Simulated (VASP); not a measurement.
Input of a VASP 6.6.1 run:

File INCAR:

```
SYSTEM = ZnC2
ALGO = Normal ; EDIFF = 1E-7
EDIFFG = -0.001 ; ENCUT = 600
GGA = CA ; IBRION = 2
ISIF = 3 ; ISMEAR = 0
LASPH = .True. ; LCHARG = .False.
LREAL = .False. ; LWAVE = .False.
NELM = 100 ; NSW = 80
PREC = Accurate ; PSTRESS = 120.0
SIGMA = 0.01
```

The input KPOINTS:

```
k-points
0
Gamma
  8 8 8
  0 0 0
```

POSCAR

```
ZnC2
1.0
   -1.9580568463      1.9580568463      2.4955690699
    1.9580568463     -1.9580568463      2.4955690699
    1.9580568463      1.9580568463     -2.4955690699
Zn C
1 2
Direct
    0.0000000000      0.0000000000      0.0000000000
    0.6238861176      0.6238861176      0.0000000000
    0.3761138824      0.3761138824      0.0000000000
```

Potentials or basis: VASP PAW LDA potentials, release 64 (Zn, C).

The run is started by

```bash
$ cat potpaw_LDA.64/Zn/POTCAR potpaw_LDA.64/C/POTCAR > POTCAR
$ mpirun -np 1 vasp_std > vasp.out
```

Question: What does it give for the relaxed volume?

Answer: 10.48 Å³/atom.

Question: Predict the space group after relaxing (to 0.1 Å).

Answer: I4/mmm (No. 139).

Question: Predict the band gap on the k mesh.

Answer: 1.82 eV (least direct gap 3.78 eV).

Question: Estimate the relaxed cell.

Answer: a = 3.545 Å, b = 3.545 Å, c = 3.545 Å, α = 120.12°, β = 120.12°, γ = 89.79°.

Step by step:
| step | energy change (eV) | largest force (eV/Å) | pressure (GPa) | volume (Å³) |
| --- | --- | --- | --- | --- |
| 1 | 0.0000 | 0.0087 | 0.42 | 38.27 |
| 2 | 0.3146 | 3.3407 | 24.27 | 33.39 |
| 3 | 0.1056 | 1.8632 | 12.84 | 35.35 |
| 4 | 0.1416 | 0.8386 | 13.12 | 33.99 |
| 5 | 0.1602 | 1.3575 | 13.27 | 33.71 |
| 6 | 0.1483 | 1.1023 | 12.67 | 33.16 |
| 7 | 0.1955 | 0.4446 | 12.27 | 31.51 |
| 8 | 0.2123 | 0.3656 | 12.42 | 31.27 |
| 9 | 0.2050 | 0.4643 | 13.44 | 31.37 |
| 10 | 0.2080 | 0.0025 | 12.90 | 31.31 |
| 11 | 0.2020 | 0.0033 | 12.32 | 31.39 |
| 12 | 0.1983 | 0.0032 | 11.97 | 31.44 |
| 13 | 0.1987 | 0.0030 | 12.02 | 31.43 |
| 14 | 0.1985 | 0.0031 | 11.98 | 31.43 |
| 15 | 0.1986 | 0.0005 | 12.00 | 31.43 |
| 16 | 0.1987 | 0.0024 | 12.02 | 31.43 |
| 17 | 0.1987 | 0.0016 | 12.00 | 31.43 |
| 18 | 0.1987 | 0.0026 | 12.02 | 31.43 |
| 19 | 0.1987 | 0.0017 | 12.00 | 31.43 |
| 20 | 0.1987 | 0.0004 | 12.00 | 31.43 |

Caveat: the cell is relaxed towards a set pressure, so the run minimises the enthalpy, not the energy; the volume moved by over 15 % at a fixed basis, so the end points are rough. A k mesh can miss the band edges.
